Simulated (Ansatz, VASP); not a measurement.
# SrO in VASP and in Ansatz

File POSCAR:

```
SrO
1.0
    3.5822501045      0.0000000000      0.0000000000
   -1.7911250522      3.1023195932      0.0000000000
    0.0000000000      0.0000000000      6.2698147813
Sr O
2 2
Direct
    0.3333333333      0.6666666667      0.2500000000
    0.6666666667      0.3333333333      0.7500000000
    0.0000000000      0.0000000000      0.0000000000
    0.0000000000      0.0000000000      0.5000000000
```

File INCAR.step1:

```
SYSTEM = SrO
PREC = Accurate
ENCUT = 520
ISMEAR = 0
SIGMA = 0.01
LREAL = .False.
LASPH = .True.
NELM = 100
NBANDS = 24
GGA = PE
ALGO = Normal
EDIFF = 1E-4
LWAVE = .True.
LCHARG = .False.
```

The input INCAR.step2:

```
SYSTEM = SrO
PREC = Accurate
ENCUT = 520
EDIFF = 1E-7
ISMEAR = 0
SIGMA = 0.01
LREAL = .False.
LASPH = .True.
NELM = 100
ALGO = Normal
ISIF = 2
LWAVE = .False.
LCHARG = .True.
METAGGA = R2SCAN
LMIXTAU = .True.
LELF = .True.
LVHAR = .True.
NBANDS = 24
ISTART = 1
```

Contents of KPOINTS:

```
regular mesh
0
Gamma
  9 9 4
  0 0 0
```

Input for Ansatz:

```yaml
crystal:
  lattice:
    - [3.5822501045, 0.0, 0.0]
    - [-1.7911250522, 3.1023195932, 0.0]
    - [0.0, 0.0, 6.2698147813]
  atoms:
    - { symbol: Sr, position: [0.3333333333, 0.6666666667, 0.25] }
    - { symbol: Sr, position: [0.6666666667, 0.3333333333, 0.75] }
    - { symbol: O, position: [0.0, 0.0, 0.0] }
    - { symbol: O, position: [0.0, 0.0, 0.5] }
kpoints:
  mp_grid: { grid: [9, 9, 4] }
hamiltonian:
  xc: r2scan
scf:
  occupations: { method: fixed }
  n_extra_bands: 5
output:
  forces: true
  stress: true
  eigenvalues: true
```

Alike in both runs: task single point; functional r2SCAN; k mesh 9 × 9 × 4; no spin polarisation.

|  | VASP | Ansatz |
| --- | --- | --- |
| version | VASP 6.6.1 | Ansatz 0.2.0 |
| potentials or method | VASP PAW PBE potentials, release 64 (Sr_sv, O) | plane waves, PAW |
| plane-wave cutoff (eV) | 520 | 500 |
| occupations | gaussian, width 0.01 eV | fixed |
| valence electrons in the cell | 32 | 32 |

|  | VASP | Ansatz | Ansatz less VASP |
| --- | --- | --- | --- |
| gap on the k mesh at the Fermi level (eV) | 3.51 | 3.51 | -0.001 |
| pressure (GPa) | -2.0 | -2.5 | -0.48 |
| traceless stress, the component that is largest in VASP (GPa) | -0.29 | -0.29 | +0.005 |

VASP's potentials were made for PBE, not for r2SCAN.
